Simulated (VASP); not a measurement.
# Al31SbN32 (a cell with a defect) in VASP: single point with r2SCAN

Aim: the single point of Al31SbN32 (a cell with a defect) with r2SCAN.

All numbers are computed with VASP 6.6.1; they aren't measurements. Logs are shortened: lines on timing, memory, paths and dates and some standing lists are left out, and cuts for length are marked.

### 1 The cell of the first run

The cell holds a defect, 64 atoms: a = 8.755 Å, b = 8.755 Å, c = 8.755 Å, α = 90.00°, β = 90.00°, γ = 90.00°.

### 2 Single point, r2SCAN, collinear spin

POSCAR reads:

```
Al31SbN32
1.0
    8.7554440000      0.0000000000      0.0000000000
    0.0000000000      8.7554440000      0.0000000000
    0.0000000000      0.0000000000      8.7554440000
Al Sb N
31 1 32
Direct
    0.9995920000      0.0000540000      0.9998650000
    0.0006170000      0.0010670000      0.5001670000
    0.0005580000      0.4994450000      0.9988910000
    0.9991100000      0.4995240000      0.5003320000
    0.4989870000      0.0010180000      0.9988750000
    0.4990820000      0.9995570000      0.5003110000
    0.4991810000      0.4996100000      0.0004000000
    0.2491440000      0.2496030000      0.9990500000
    0.2473390000      0.2477490000      0.4963170000
    0.2479600000      0.7510550000      0.0000210000
    0.2406810000      0.7562370000      0.5024130000
    0.7506270000      0.2484080000      0.0000300000
    0.7558370000      0.2411540000      0.5024060000
    0.7500170000      0.7505170000      0.0006960000
    0.7539440000      0.7543890000      0.4992260000
    0.2478110000      0.9997220000      0.2487590000
    0.2491040000      0.0009620000      0.7504420000
    0.2408600000      0.4975950000      0.2438680000
    0.2474790000      0.5032530000      0.7519030000
    0.7500430000      0.9994740000      0.2494000000
    0.7506320000      0.9998600000      0.7516020000
    0.7537130000      0.5003440000      0.2458360000
    0.7558130000      0.4975550000      0.7585390000
    0.9993160000      0.2482430000      0.2487560000
    0.0005000000      0.2495370000      0.7504400000
    0.9990120000      0.7504990000      0.2493780000
    0.9994250000      0.7510920000      0.7516360000
    0.4971500000      0.2413300000      0.2438320000
    0.5028300000      0.2479110000      0.7518900000
    0.4999050000      0.7541510000      0.2458470000
    0.4970790000      0.7562320000      0.7585230000
    0.5118360000      0.5122550000      0.4879260000
    0.1249960000      0.1254450000      0.1238990000
    0.1260460000      0.1265250000      0.6251610000
    0.1220040000      0.6260530000      0.1223950000
    0.1232750000      0.6252850000      0.6259920000
    0.6255960000      0.1224530000      0.1223720000
    0.6248420000      0.1237340000      0.6259640000
    0.6240370000      0.6244730000      0.1251150000
    0.6366580000      0.6371530000      0.6455080000
    0.3742430000      0.3747130000      0.1262600000
    0.3755480000      0.3759910000      0.6238220000
    0.3737870000      0.8771070000      0.1230350000
    0.3740910000      0.8742180000      0.6256580000
    0.8766490000      0.3742250000      0.1230350000
    0.8737260000      0.3745590000      0.6256680000
    0.8747230000      0.8751840000      0.1250880000
    0.8767750000      0.8772340000      0.6260840000
    0.3738960000      0.1237210000      0.3747870000
    0.3747820000      0.1266100000      0.8737040000
    0.3537680000      0.6371030000      0.3636350000
    0.3740010000      0.6252820000      0.8762920000
    0.8772860000      0.1223840000      0.3740490000
    0.8757740000      0.1254140000      0.8748190000
    0.8748740000      0.6244490000      0.3756330000
    0.8772070000      0.6261320000      0.8778540000
    0.1232640000      0.3743580000      0.3748040000
    0.1261280000      0.3752350000      0.8737410000
    0.1219550000      0.8777310000      0.3740420000
    0.1250030000      0.8762450000      0.8748230000
    0.6366580000      0.3541620000      0.3635950000
    0.6248240000      0.3744690000      0.8762900000
    0.6240250000      0.8753340000      0.3756180000
    0.6256700000      0.8776610000      0.8778580000
```

INCAR.step1 reads:

```
  ALGO = Normal
  EDIFF = 1E-5
  ENCUT = 580
  GGA = PE
  GGA_COMPAT = False
  ISMEAR = -1
  ISPIN = 2
  ISYM = 0
  LASPH = True
  LCHARG = False
  LREAL = Auto
  LWAVE = True
  MAGMOM = 0 0 0 0 0 0 0 0 0 0 0 0 0 0 0 0 0 0 0 0 0 0 0 0 0 0 0 0 0 0 0 0.2 0 0 0 0 0 0 0 0.2 0 0.2 0 0 0 0 0 0 0 0 0.2 0 0 0 0 0 0 0 0 0 0.2 0 0 0
  NBANDS = 171
  NCORE = 4
  NELECT = 257.0
  NELM = 200
  PREC = Accurate
  SIGMA = 0.05
```

INCAR.step2 reads:

```
  ALGO = Normal
  EDIFF = 1E-6
  ENCUT = 580
  GGA_COMPAT = False
  ISIF = 2
  ISMEAR = -1
  ISPIN = 2
  ISTART = 1
  ISYM = 0
  LASPH = True
  LCHARG = False
  LMIXTAU = True
  LORBIT = 11
  LREAL = Auto
  LWAVE = False
  MAGMOM = 0 0 0 0 0 0 0 0 0 0 0 0 0 0 0 0 0 0 0 0 0 0 0 0 0 0 0 0 0 0 0 0.2 0 0 0 0 0 0 0 0.2 0 0.2 0 0 0 0 0 0 0 0 0.2 0 0 0 0 0 0 0 0 0 0.2 0 0 0
  METAGGA = R2SCAN
  NBANDS = 171
  NCORE = 4
  NELECT = 257.0
  NELM = 200
  PREC = Accurate
  SIGMA = 0.05
```

KPOINTS reads:

```
Automatic mesh
0
Gamma
  1 1 1
  0.25 0.25 0.25
```

Potentials or basis: VASP PAW PBE potentials, release 64 (Al, Sb, N).

Run with:

```sh
$ cat potpaw_PBE.64/Al/POTCAR potpaw_PBE.64/Sb/POTCAR potpaw_PBE.64/N/POTCAR > POTCAR
$ cp INCAR.step1 INCAR
$ mpirun -np 4 vasp_std > vasp.out
$ cp INCAR.step2 INCAR
$ mpirun -np 4 vasp_std > vasp.out
```

OUTCAR:

```text
EDIFF = 1E-6
   ENCUT = 580
   ISIF = 2
   ISMEAR = -1
   ISPIN = 2
   ISTART = 1
   ISYM = 0
   LASPH = True
   LORBIT = 11
   LREAL = Auto
   METAGGA = R2SCAN
   NELECT = 257.0
   NELM = 200
   PREC = Accurate

 ion  position               nearest neighbor table
   1  1.000  0.000  1.000-  54 1.89  60 1.89  33 1.89  47 1.90  24 3.08  16 3.08  27 3.08  21 3.08
                            12 3.08  10 3.08  25 3.09  17 3.09  26 3.09  20 3.09   8 3.09  14 3.09
   2  0.001  0.001  0.500-  53 1.87  59 1.87  48 1.89  34 1.90  13 3.00  11 3.00  15 3.05   9 3.05
                            24 3.09  16 3.09  25 3.09  17 3.09  20 3.10  26 3.10  21 3.10  27 3.10
   3  0.001  0.499  0.999-  56 1.88  35 1.88  45 1.89  58 1.90  23 3.00  18 3.00  22 3.06  19 3.06
                            25 3.09   8 3.09  27 3.09  10 3.09  12 3.10  24 3.10  26 3.11  14 3.11
   4  0.999  0.500  0.500-  55 1.89  57 1.89  36 1.90  46 1.90  18 3.09  11 3.09  22 3.10  19 3.10
                             9 3.10  25 3.10  15 3.10  23 3.11  13 3.11  26 3.11  24 3.11  27 3.11
   5  0.499  0.001  0.999-  64 1.88  37 1.88  43 1.89  50 1.90  31 3.00  28 3.00  30 3.06  29 3.06
                            17 3.09   8 3.09  21 3.09  12 3.09  10 3.10  16 3.10  14 3.11  20 3.11
   6  0.499  1.000  0.500-  63 1.89  49 1.89  38 1.90  44 1.90  28 3.09  13 3.09  30 3.10  29 3.10
                             9 3.10  17 3.10  15 3.10  31 3.11  20 3.11  11 3.11  16 3.11  21 3.11
   7  0.499  0.500  0.000-  39 1.89  62 1.90  52 1.90  41 1.90  23 3.09  31 3.09   8 3.10  22 3.10
                            30 3.10  19 3.10  29 3.10  14 3.11  28 3.11  18 3.11  12 3.11  10 3.11
   8  0.249  0.250  0.999-  33 1.89  58 1.89  50 1.89  41 1.91  28 3.05  18 3.05  17 3.08  25 3.08
                             3 3.09   5 3.09   1 3.09  24 3.09  16 3.09   7 3.10  19 3.10  29 3.10
   9  0.247  0.248  0.496-  34 1.88  49 1.88  57 1.88  42 1.94   2 3.05  24 3.07  16 3.07   6 3.10
[... 77 lines left out ...]
  63  0.624  0.875  0.376-   6 1.89  15 1.89  30 1.90  20 1.90
  64  0.626  0.878  0.878-  31 1.87   5 1.88  21 1.89  14 1.89

IMPORTANT INFORMATION: All symmetrisations will be switched off!
NOSYMM: (Re-)initialisation of all symmetry stuff for point group C_1.

----------------------------------------------------------------------------------------

                                     Primitive cell

  volume of cell :     671.1731

  direct lattice vectors                    reciprocal lattice vectors
     8.755444000  0.000000000  0.000000000     0.114214653  0.000000000  0.000000000
     0.000000000  8.755444000  0.000000000     0.000000000  0.114214653  0.000000000
     0.000000000  0.000000000  8.755444000     0.000000000  0.000000000  0.114214653

  length of vectors
     8.755444000  8.755444000  8.755444000     0.114214653  0.114214653  0.114214653

  position of ions in fractional coordinates (direct lattice)
     0.999592000  0.000054000  0.999865000
     0.000617000  0.001067000  0.500167000
     0.000558000  0.499445000  0.998891000
     0.999110000  0.499524000  0.500332000
     0.498987000  0.001018000  0.998875000
[... 229 lines left out ...]
 fundamental gap:      1.0558725012
 Fermi energy:         9.1774387558

 spin component 1

 k-point     1 :       0.2500    0.2500    0.2500
  band No.  band energies     occupation
      1     -10.1569      1.00000
      2      -9.4536      1.00000
      3      -9.2186      1.00000
      4      -9.1644      1.00000
      5      -8.8298      1.00000
      6      -8.7278      1.00000
[... 561 lines left out ...]
    139      12.2661      0.00000
    140      12.2851      0.00000
 Fermi energy:         9.1774387558

 spin component 2

 k-point     1 :       0.2500    0.2500    0.2500
  band No.  band energies     occupation
      1     -10.0185      1.00000
      2      -9.3989      1.00000
      3      -9.1433      1.00000
      4      -9.1323      1.00000
      5      -8.7715      1.00000
      6      -8.6621      1.00000
[... 561 lines left out ...]
    139      12.2883      0.00000
    140      12.2940      0.00000
 [bands above 140 left out]

------------------------ aborting loop because EDIFF is reached ----------------------------------------

  FORCE on cell =-STRESS in cart. coord.  units (eV):
  Direction    XX          YY          ZZ          XY          YZ          ZX
  --------------------------------------------------------------------------------------
  -------------------------------------------------------------------------------------
  Total       -4.2048265     -4.1933462     -4.1599222     -3.5441358      2.7218180      2.6914451
  in kB      -10.0374673    -10.0100622     -9.9302748     -8.4603126      6.4973332      6.4248292
  external PRESSURE =      -9.9926014 kB  Pullay stress =       0.0000000 kB

 VOLUME and BASIS-vectors are now :
 -----------------------------------------------------------------------------
  energy-cutoff  :      580.00
  volume of cell :      671.17
      direct lattice vectors                 reciprocal lattice vectors
     8.755444000  0.000000000  0.000000000     0.114214653  0.000000000  0.000000000
     0.000000000  8.755444000  0.000000000     0.000000000  0.114214653  0.000000000
     0.000000000  0.000000000  8.755444000     0.000000000  0.000000000  0.114214653

 POSITION                                       TOTAL-FORCE (eV/Angst)
 -----------------------------------------------------------------------------------
      8.75187      0.00047      8.75426         0.016315      0.009847      0.021651
      0.00540      0.00934      4.37918         0.004876      0.000705      0.039106
      0.00489      4.37286      8.74573         0.009522      0.071369      0.030521
      8.74765      4.37355      4.38063         0.004745      0.036592      0.013560
      4.36885      0.00891      8.74559         0.069045      0.011914      0.028172
      4.36968      8.75157      4.38044         0.038821      0.003193      0.014198
[... 56 lines left out ...]
      5.46362      7.66394      3.28870        -0.008412      0.026383     -0.017104
      5.47802      7.68431      7.68604        -0.061079     -0.019375     -0.029900
 -----------------------------------------------------------------------------------
    total drift:                               -0.010284     -0.012956      0.013401

  FREE ENERGIE OF THE ION-ELECTRON SYSTEM (eV)
  ---------------------------------------------------
  free  energy   TOTEN  =      -634.3905898191 eV

  energy  without entropy=     -634.3905734068  energy(sigma->0) =     -634.39058161

 total charge

# of ion       s       p       d       tot
------------------------------------------
    1        0.367   0.450   0.000   0.817
    2        0.370   0.459   0.000   0.829
    3        0.370   0.459   0.000   0.829
    4        0.366   0.447   0.000   0.813
    5        0.370   0.459   0.000   0.829
    6        0.366   0.447   0.000   0.813
[... 56 lines left out ...]
   63        1.228   2.657   0.000   3.885
   64        1.230   2.676   0.000   3.906
--------------------------------------------------
tot         51.896 100.211   0.175 152.282

 magnetization (x)

# of ion       s       p       d       tot
------------------------------------------
    1        0.000   0.000   0.000   0.000
    2        0.000   0.001   0.000   0.001
    3        0.000   0.001   0.000   0.001
    4        0.000   0.000   0.000   0.000
    5        0.000   0.001   0.000   0.001
    6        0.000   0.000   0.000   0.000
[... 56 lines left out ...]
   63        0.002   0.007   0.000   0.009
   64        0.001   0.005   0.000   0.006
--------------------------------------------------
tot          0.168   0.470   0.015   0.653
```

Run time: 14 min. Hardware: 4 MPI ranks of AMD EPYC 9R45 (Zen 5), shared host; peak memory 0.48 GiB.

Results:

| Property | Result |
| --- | --- |
| Free energy | -634.3906 eV |
| Largest force | 0.172 eV/Å |
| Net moment | 1.00 μB per cell |
| Site moments | Al +0.00, -0.00 (each value once); Sb +0.14; N +0.00, +0.01, +0.15, -0.00, -0.01 (each value once) μB |
| Valence electrons inside the program's atomic spheres | Al 0.82, 0.83, 0.81 (each value once); Sb 2.41; N 3.90, 3.91, 3.89, 3.88, 3.86, 3.83 (each value once) |

Forces on the atoms (eV/Å):
```
Al   0.016  0.010  0.022
Al   0.005  0.001  0.039
Al   0.010  0.071  0.031
Al   0.005  0.037  0.014
Al   0.069  0.012  0.028
Al   0.039  0.003  0.014
Al   0.032  0.034  0.031
Al   0.024  0.024  0.021
Al  -0.002  0.005  0.027
Al   0.010  0.018  0.028
Al   0.038  0.010 -0.008
Al   0.014  0.009  0.024
Al   0.001  0.034 -0.009
Al   0.029  0.025  0.009
Al  -0.029 -0.029  0.024
Al   0.032  0.020  0.004
Al   0.016  0.020  0.019
Al   0.033  0.086  0.023
Al   0.002  0.037  0.051
Al   0.017  0.010 -0.011
Al   0.026 -0.003  0.035
Al  -0.022  0.038  0.058
Al  -0.002  0.099  0.012
Al   0.015  0.034  0.005
Al   0.019  0.019  0.022
Al   0.010  0.018 -0.006
Al  -0.005  0.028  0.032
Al   0.082  0.029  0.025
Al   0.038  0.005  0.052
Al   0.038 -0.020  0.056
Al   0.097  0.010  0.012
Sb   0.094  0.097 -0.106
N   -0.019 -0.023 -0.007
N   -0.014 -0.018 -0.056
N   -0.012 -0.047 -0.003
N   -0.003 -0.012 -0.035
N   -0.046 -0.012 -0.001
N   -0.010 -0.005 -0.035
N   -0.019 -0.017 -0.066
N   -0.042 -0.049  0.079
N   -0.038 -0.039 -0.028
N   -0.021 -0.022  0.024
N   -0.031 -0.020 -0.018
N   -0.040 -0.019 -0.014
N   -0.016 -0.031 -0.017
N   -0.013 -0.040 -0.014
N   -0.017 -0.017 -0.014
N   -0.013 -0.017 -0.047
N   -0.032 -0.008 -0.021
N   -0.030 -0.021 -0.019
N   -0.067 -0.063 -0.034
N   -0.032 -0.020 -0.033
N   -0.019 -0.016  0.010
N   -0.019 -0.011 -0.022
N    0.030 -0.005 -0.020
N   -0.020 -0.057 -0.025
N   -0.006 -0.037 -0.019
N   -0.019 -0.031 -0.025
N   -0.021 -0.022  0.013
N   -0.016 -0.021 -0.020
N   -0.059 -0.061 -0.031
N   -0.015 -0.036 -0.033
N   -0.008  0.026 -0.017
N   -0.061 -0.019 -0.030
```

Levels at points of the mesh, in eV from the Fermi level:
Spin up:
```tsv
k point	band 126	band 127	band 128	band 129	band 130	band 131	band 132	band 133
(0.25, 0.25, 0.25)	-3.57	-3.45	-3.44	-0.55	1.00	1.28	1.28	2.21
```
Spin down:
| k point | band 125 | band 126 | band 127 | band 128 | band 129 | band 130 | band 131 | band 132 |
| --- | --- | --- | --- | --- | --- | --- | --- | --- |
| (0.25, 0.25, 0.25) | -3.57 | -3.56 | -3.44 | -3.42 | 0.60 | 1.18 | 1.32 | 1.34 |

Caveat: the cell carries a net charge on a neutralising background, which shifts energy and pressure; the cell is charged against a uniform background, so pressure and absolute levels hang on convention; the PAW data sets were made with another functional, which shifts forces and pressure a little; spin-orbit coupling is left out, which moves the levels of the heavy elements.
